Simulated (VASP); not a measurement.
# Ru (P6/mmm) in VASP: a series of runs, part 2 of 2

VASP 6.6.1. Earlier steps stand in the parts before.

## 3. Single point, RPBE (14.33 Å³/atom)

This run uses another cell than the first one, of 14.33 Å³/atom.

INCAR reads:

```
SYSTEM = Ru
PREC     = Accurate       ! precision mode
ENCUT    = 520            ! plane-wave cutoff, eV
EDIFF    = 1E-6           ! SCF threshold, eV
ISMEAR   = -1             ! smearing method
SIGMA    = 0.1            ! smearing width, eV
LREAL    = .False.        ! projectors in reciprocal space
LASPH    = .True.         ! aspherical terms in the spheres
NELM     = 100            ! most SCF steps
ALGO     = Normal         ! electronic algorithm
ISIF     = 2              ! what is computed and relaxed
LWAVE    = .False.        ! write WAVECAR
LCHARG   = .False.        ! write CHGCAR
GGA      = RP             ! functional
NBANDS   = 28             ! bands
```

KPOINTS reads:

```
regular mesh
0
Gamma
  10 10 13
  0 0 0
```

POSCAR reads:

```
Ru
1.0
    4.2901099387      0.0000000000      0.0000000000
   -2.1450549693      3.7153441920      0.0000000000
    0.0000000000      0.0000000000      2.6977695973
Ru
3
Direct
    1.0000000000      0.0000000000      0.0000000000
    0.3333333333      0.6666666667      0.5000000000
    0.6666666667      0.3333333333      0.5000000000
```

Potentials or basis: VASP PAW PBE potentials, release 64 (Ru_pv).

Command:

```console
$ cat potpaw_PBE.64/Ru_pv/POTCAR > POTCAR
$ mpirun -np 1 vasp_std > vasp.out
```

OUTCAR:

```text
SYSTEM = Ru
   PREC = Accurate
   ENCUT = 520
   EDIFF = 1E-6
   ISMEAR = -1
   LREAL = .False.
   LASPH = .True.
   NELM = 100
   ISIF = 2
   GGA = RP

 ion  position               nearest neighbor table
   1  0.000  0.000  0.000-   2 2.82   3 2.82   2 2.82   3 2.82   3 2.82   3 2.82   2 2.82   2 2.82
                             3 2.82   3 2.82   2 2.82   2 2.82
   2  0.333  0.667  0.500-   3 2.48   3 2.48   3 2.48   1 2.82   1 2.82   1 2.82   1 2.82   1 2.82
                             1 2.82
   3  0.667  0.333  0.500-   2 2.48   2 2.48   2 2.48   1 2.82   1 2.82   1 2.82   1 2.82   1 2.82
                             1 2.82

  LATTYP: Found a hexagonal cell.
 ALAT       =     4.2901099387
 C/A-ratio  =     0.6288346070

  Lattice vectors:

 A1 = (   4.2901099387,   0.0000000000,   0.0000000000)
 A2 = (  -2.1450549693,   3.7153441920,   0.0000000000)
 A3 = (   0.0000000000,   0.0000000000,   2.6977695973)

Analysis of symmetry for initial positions (statically):
=====================================================================
 Subroutine PRICEL returns:
 Original cell was already a primitive cell.

 Routine SETGRP: Setting up the symmetry group for a
 hexagonal supercell.

 Subroutine GETGRP returns: Found 24 space group operations
 (whereof 24 operations were pure point group operations)
 out of a pool of 24 trial point group operations.

The static configuration has the point symmetry D_6h.

Analysis of symmetry for dynamics (positions and initial velocities):
=====================================================================
 Subroutine PRICEL returns:
 Original cell was already a primitive cell.

 Routine SETGRP: Setting up the symmetry group for a
 hexagonal supercell.

 Subroutine GETGRP returns: Found 24 space group operations
 (whereof 24 operations were pure point group operations)
 out of a pool of 24 trial point group operations.

The dynamic configuration has the point symmetry D_6h.

 Subroutine INISYM returns: Found 24 space group operations
 (whereof 24 operations are pure point group operations),
 and found     1 'primitive' translations

----------------------------------------------------------------------------------------

                                     Primitive cell

  volume of cell :      43.0004

  direct lattice vectors                    reciprocal lattice vectors
     4.290109939  0.000000000  0.000000000     0.233094260  0.134577034  0.000000000
    -2.145054969  3.715344192  0.000000000     0.000000000  0.269154067  0.000000000
     0.000000000  0.000000000  2.697769597     0.000000000  0.000000000  0.370676577

  length of vectors
     4.290109939  4.290109939  2.697769597     0.269154067  0.269154067  0.370676577

  position of ions in fractional coordinates (direct lattice)
     0.000000000  0.000000000  0.000000000
     0.333333333  0.666666667  0.500000000
     0.666666667  0.333333333  0.500000000

  ion indices of the primitive-cell ions
   primitive index   ion index
                 1           1
                 2           2
                 3           3

----------------------------------------------------------------------------------------

 KPOINTS: regular mesh

Automatic generation of k-mesh.
 Grid dimensions read from file:
 generate k-points for:   10   10   13

 Generating k-lattice:

  Cartesian coordinates                     Fractional coordinates (reciprocal lattice)
     0.023309426  0.013457703  0.000000000     0.100000000 -0.000000000  0.000000000
     0.000000000  0.026915407  0.000000000     0.000000000  0.100000000  0.000000000
     0.000000000  0.000000000  0.028513583     0.000000000  0.000000000  0.076923077

  Length of vectors
     0.026915407  0.026915407  0.028513583

  Shift w.r.t. Gamma in fractional coordinates (k-lattice)
     0.000000000  0.000000000  0.000000000

 Subroutine IBZKPT returns following result:
 ===========================================

 Found     98 irreducible k-points:

 Following reciprocal coordinates:
            Coordinates               Weight
  0.000000  0.000000  0.000000      1.000000
  0.100000  0.000000  0.000000      6.000000
  0.200000  0.000000  0.000000      6.000000
  0.300000  0.000000  0.000000      6.000000
  0.400000  0.000000  0.000000      6.000000
  0.500000  0.000000  0.000000      3.000000
[... 16 lines left out ...]
  0.300000  0.100000  0.076923     24.000000
  0.400000  0.100000  0.076923     24.000000
 [... further k-points ...]
   k-points           NKPTS =     98   k-points in BZ     NKDIM =     98   number of bands    NBANDS=     28
   number of dos      NEDOS =    301   number of ions     NIONS =      3
   total plane-waves  NPLWV =  20480
   dimension x,y,z NGX =    32 NGY =   32 NGZ =   20
   dimension x,y,z NGXF=    64 NGYF=   64 NGZF=   40
   ions per type =               3
   NGX,Y,Z   is equivalent  to a cutoff of  12.40, 12.40, 12.32 a.u.
   NGXF,Y,Z  is equivalent  to a cutoff of  24.80, 24.80, 24.65 a.u.
 SYSTEM =  Ru
   PREC   = accura    normal or accurate (medium, high low for compatibility)
   ISTART =      0    job   : 0-new  1-cont  2-samecut
   ICHARG =      2    charge: 1-file 2-atom 10-const
   ISPIN  =      1    spin polarized calculation?
   LNONCOLLINEAR =      F non collinear calculations
   LSORBIT =      F    spin-orbit coupling
   LASPH  =      T    aspherical Exc in radial PAW
   ENCUT  =  520.0 eV  38.22 Ry    6.18 a.u.   7.98  7.98  5.02*2*pi/ulx,y,z
   NELM   =    100;   NELMIN=  2; NELMDL= -5     # of ELM steps
   EDIFF  = 0.1E-05   stopping-criterion for ELM
   LREAL  =      F    real-space projection
   EDIFFG = 0.1E-04   stopping-criterion for IOM
   NSW    =      0    number of steps for IOM
   IBRION =     -1    ionic relax: 0-MD 1-quasi-New 2-CG
   NFREE  =      0    steps in history (QN), initial steepest desc. (CG)
   ISIF   =      2    stress and relaxation
   ISYM   =      2    0-nonsym 1-usesym 2-fastsym
   POTIM  = 0.5000    time-step for ionic-motion
   TEBEG  =    0.0;   TEEND  =   0.0 temperature during run
   PSTRESS=    0.0 pullay stress
   NELECT =      42.0000    total number of electrons
   NUPDOWN=      -1.0000    fix difference up-down
   EMIN   =  10.00;   EMAX   =-10.00  energy-range for DOS
   EFERMI =   0.00;   METHOD = LEGACY
   ISMEAR =    -1;   SIGMA  =   0.10  broadening in eV -4-tet -1-fermi 0-gaus
   EFERMI_NEDOS =   21; number of points for ismear=-14 and -15
   IALGO  =     38    algorithm
   IMIX   =      4    mixing-type and parameters
     AMIX     =   0.40;   BMIX     =  1.00
     AMIX_MAG =   1.60;   BMIX_MAG =  1.00
  volume/ion in A,a.u.               =      14.33        96.73
  Fermi-wavevector in a.u.,A,eV,Ry     =   1.624303  3.069488 35.897088  2.638362
  Thomas-Fermi vector in A             =   2.717612
   LORBIT       =      0    0 simple, 1 ext, 2 COOP (PROOUT), +10 PAW based schemes
   GGA     = RP    functional components
   LHFCALC =     F    Hartree Fock is set to
   AEXX    =    0.0000 exact exchange contribution
   IVDW    =     0    specifies the selected vdW correction
   LEPSILON=     F    determine dielectric tensor
   LRPA    =     F    only Hartree local field effects (RPA)
 non-spin polarized calculation
  energy-cutoff  :      520.00
  volume of cell :       43.00
 maximum number of plane-waves:      1175
 NGX is ok and might be reduce to    32
   NGX = 15   NGY = 15   NGZ = 11

 number of electron      42.0000010 magnetization

 Free energy of the ion-electron system (eV)
  ---------------------------------------------------
  ext. energy  EPLUGINS =         0.00000000
  ---------------------------------------------------
  free energy    TOTEN  =       -25.07298487 eV

  energy without entropy =      -24.95203056  energy(sigma->0) =      -25.01250771

 E-fermi :  12.1278     XC(G=0): -13.6894

 val. band max:       12.1184659797   @ k =   0.5000   0.0000   0.3077
 cond. band min:      12.1309660818   @ k =   0.1000   0.0000   0.2308
 fundamental gap:      0.0125001021
 Fermi energy:        12.1277548341

 k-point     1 :       0.0000    0.0000    0.0000
  band No.  band energies     occupation
      1     -31.3920      2.00000
      2     -31.3920      2.00000
      3     -31.0129      2.00000
      4     -31.0129      2.00000
      5     -30.7632      2.00000
      6     -30.5316      2.00000
[... 20 lines left out ...]
     27      21.2419      0.00000
     28      21.3061      0.00000
[... 683 lines left out ...]
 k-point    24 :       0.4000    0.1000    0.0769
  band No.  band energies     occupation
      1     -31.5356      2.00000
      2     -31.2336      2.00000
      3     -30.9741      2.00000
      4     -30.7607      2.00000
      5     -30.7386      2.00000
      6     -30.6640      2.00000
[... 20 lines left out ...]
     27      14.6603      0.00000
     28      22.5913      0.00000

 [... further k-points ...]
[... 5 lines left out ...]
  --------------------------------------------------------------------------------------
  -------------------------------------------------------------------------------------
  Total       -0.0405887     -0.0405887      0.0626112     -0.0000000     -0.0000000      0.0000000
  in kB       -1.5123183     -1.5123183      2.3328695     -0.0000000     -0.0000000      0.0000000
  external PRESSURE =      -0.2305890 kB  Pullay stress =       0.0000000 kB

 VOLUME and BASIS-vectors are now :
 -----------------------------------------------------------------------------
  energy-cutoff  :      520.00
  volume of cell :       43.00
      direct lattice vectors                 reciprocal lattice vectors
     4.290109939  0.000000000  0.000000000     0.233094260  0.134577034  0.000000000
    -2.145054969  3.715344192  0.000000000     0.000000000  0.269154067  0.000000000
     0.000000000  0.000000000  2.697769597     0.000000000  0.000000000  0.370676577

 POSITION                                       TOTAL-FORCE (eV/Angst)
 -----------------------------------------------------------------------------------
      0.00000      0.00000      0.00000        -0.000000      0.000000      0.000000
     -0.00000      2.47690      1.34888         0.000000     -0.000000      0.000000
      2.14505      1.23845      1.34888        -0.000000      0.000000     -0.000000
 -----------------------------------------------------------------------------------
    total drift:                               -0.000000      0.000000      0.000000

  FREE ENERGIE OF THE ION-ELECTRON SYSTEM (eV)
  ---------------------------------------------------
  free  energy   TOTEN  =       -25.0729848705 eV

  energy  without entropy=      -24.9520305572  energy(sigma->0) =      -25.01250771
```

It took 29 s on 1 thread of Intel Xeon 6975P-C (Granite Rapids), shared host; peak memory 0.21 GiB.

What came out:

```yaml
Free_energy: -25.0730 eV
Pressure: 0.0 GPa
Band_gap_on_the_k_mesh: zero (bands 21 and 22 overlap by 2.22 eV)
```

Stress tensor (GPa, compression positive):
```
-0.15  0.00  0.00
 0.00 -0.15  0.00
 0.00  0.00  0.23
```

Caveat: the PAW data sets were made with another functional, which shifts forces and pressure a little.

## 4. Single point, RPBE (14.91 Å³/atom)

This run uses another cell than the first one, of 14.91 Å³/atom.

INCAR reads:

```
SYSTEM = Ru
ALGO = Normal ; EDIFF = 1E-6
ENCUT = 520 ; GGA = RP
ISIF = 2 ; ISMEAR = -1
LASPH = .TRUE. ; LCHARG = .FALSE.
LREAL = .FALSE. ; LWAVE = .FALSE.
NBANDS = 28 ; NELM = 100
PREC = Accurate ; SIGMA = 0.1
```

KPOINTS reads:

```
k-points
0
G
  10 10 13
  0 0 0
```

POSCAR reads:

```
Ru
1.0
    4.3465652278      0.0000000000      0.0000000000
   -2.1732826139      3.7642359065      0.0000000000
    0.0000000000      0.0000000000      2.7332706368
Ru
3
Direct
    1.0000000000      0.0000000000      0.0000000000
    0.3333333333      0.6666666667      0.5000000000
    0.6666666667      0.3333333333      0.5000000000
```

Potentials or basis: VASP PAW PBE potentials, release 64 (Ru_pv).

Command:

```console
$ cat potpaw_PBE.64/Ru_pv/POTCAR > POTCAR
$ mpirun -np 1 vasp_std > vasp.out
```

OUTCAR:

```text
SYSTEM = Ru
   EDIFF = 1E-6
   ENCUT = 520
   GGA = RP
   ISIF = 2
   ISMEAR = -1
   LASPH = .TRUE.
   LREAL = .FALSE.
   NELM = 100
   PREC = Accurate

 ion  position               nearest neighbor table
   1  0.000  0.000  0.000-   2 2.86   3 2.86   2 2.86   3 2.86   3 2.86   3 2.86   2 2.86   2 2.86
                             3 2.86   3 2.86   2 2.86   2 2.86
   2  0.333  0.667  0.500-   3 2.51   3 2.51   3 2.51   1 2.86   1 2.86   1 2.86   1 2.86   1 2.86
                             1 2.86
   3  0.667  0.333  0.500-   2 2.51   2 2.51   2 2.51   1 2.86   1 2.86   1 2.86   1 2.86   1 2.86
                             1 2.86

  LATTYP: Found a hexagonal cell.
 ALAT       =     4.3465652278
 C/A-ratio  =     0.6288346070

  Lattice vectors:

 A1 = (   4.3465652278,   0.0000000000,   0.0000000000)
 A2 = (  -2.1732826139,   3.7642359065,   0.0000000000)
 A3 = (   0.0000000000,   0.0000000000,   2.7332706368)

Analysis of symmetry for initial positions (statically):
=====================================================================
 Subroutine PRICEL returns:
 Original cell was already a primitive cell.

 Routine SETGRP: Setting up the symmetry group for a
 hexagonal supercell.

[... 162 lines left out ...]
  ---------------------------------------------------
  free energy    TOTEN  =       -25.01896130 eV

  energy without entropy =      -24.88995953  energy(sigma->0) =      -24.95446041

 E-fermi :  11.4499     XC(G=0): -13.4487

 val. band max:       11.4433345247   @ k =   0.5000   0.0000   0.3077
 cond. band min:      11.4532466018   @ k =   0.1000   0.0000   0.2308
 fundamental gap:      0.0099120770
 Fermi energy:        11.4498519888

 k-point     1 :       0.0000    0.0000    0.0000
  band No.  band energies     occupation
      1     -31.9494      2.00000
      2     -31.9494      2.00000
      3     -31.6003      2.00000
      4     -31.6003      2.00000
      5     -31.3863      2.00000
      6     -31.1856      2.00000
[... 733 lines left out ...]
     27      13.8692      0.00000
     28      21.4799      0.00000

 [... further k-points ...]
[... 5 lines left out ...]
  --------------------------------------------------------------------------------------
  -------------------------------------------------------------------------------------
  Total       -2.9087371     -2.9087371     -2.4541045     -0.0000000      0.0000000      0.0000000
  in kB     -104.2099967   -104.2099967    -87.9220819     -0.0000000      0.0000000      0.0000000
  external PRESSURE =     -98.7806918 kB  Pullay stress =       0.0000000 kB

 VOLUME and BASIS-vectors are now :
 -----------------------------------------------------------------------------
  energy-cutoff  :      520.00
  volume of cell :       44.72
      direct lattice vectors                 reciprocal lattice vectors
     4.346565228  0.000000000  0.000000000     0.230066719  0.132829082  0.000000000
    -2.173282614  3.764235907  0.000000000     0.000000000  0.265658164  0.000000000
     0.000000000  0.000000000  2.733270637     0.000000000  0.000000000  0.365862051

 POSITION                                       TOTAL-FORCE (eV/Angst)
 -----------------------------------------------------------------------------------
      0.00000      0.00000      0.00000         0.000000      0.000000      0.000000
     -0.00000      2.50949      1.36664         0.000000     -0.000000      0.000000
      2.17328      1.25475      1.36664        -0.000000      0.000000      0.000000
 -----------------------------------------------------------------------------------
    total drift:                               -0.000000      0.000000      0.000000

  FREE ENERGIE OF THE ION-ELECTRON SYSTEM (eV)
  ---------------------------------------------------
  free  energy   TOTEN  =       -25.0189612967 eV

  energy  without entropy=      -24.8899595276  energy(sigma->0) =      -24.95446041
```

It took 33 s on 1 thread of Intel Xeon 6975P-C (Granite Rapids), shared host; peak memory 0.21 GiB.

Results:

```
Free energy            : -25.0190 eV
Pressure               : -9.9 GPa
Band gap on the k mesh : zero (bands 21 and 22 overlap by 2.09 eV)
```

Stress tensor (GPa, compression positive):
```
-10.42   0.00   0.00
  0.00 -10.42   0.00
  0.00   0.00  -8.79
```

Caveat: the cell stands under tension; the PAW data sets were made with another functional, which shifts forces and pressure a little.

## 5. Summary

```csv
cell,gap on the mesh (eV),pressure (GPa)
"a = 4.232, b = 4.232, c = 2.661 Å, angles 90.0, 90.0, 120.0°, 3 atoms",none,12.5
"a = 4.290, b = 4.290, c = 2.698 Å, angles 90.0, 90.0, 120.0°, 3 atoms",none,0.0
"a = 4.347, b = 4.347, c = 2.733 Å, angles 90.0, 90.0, 120.0°, 3 atoms",none,-9.9
```

Alike in all rows: task single point; level RPBE; potentials or basis VASP PAW PBE potentials, release 64 (Ru_pv); no spin polarisation; k mesh 10 × 10 × 13; cutoff (eV) 520; smearing fermi-dirac 0.1 eV.

Caveats: the PAW data sets were made with another functional, which shifts forces and pressure a little; the cell stands under pressure (at least some runs); the cell stands under tension (at least some runs).

Total energies depend on the potentials used, so only differences within one code and one set of settings carry meaning.
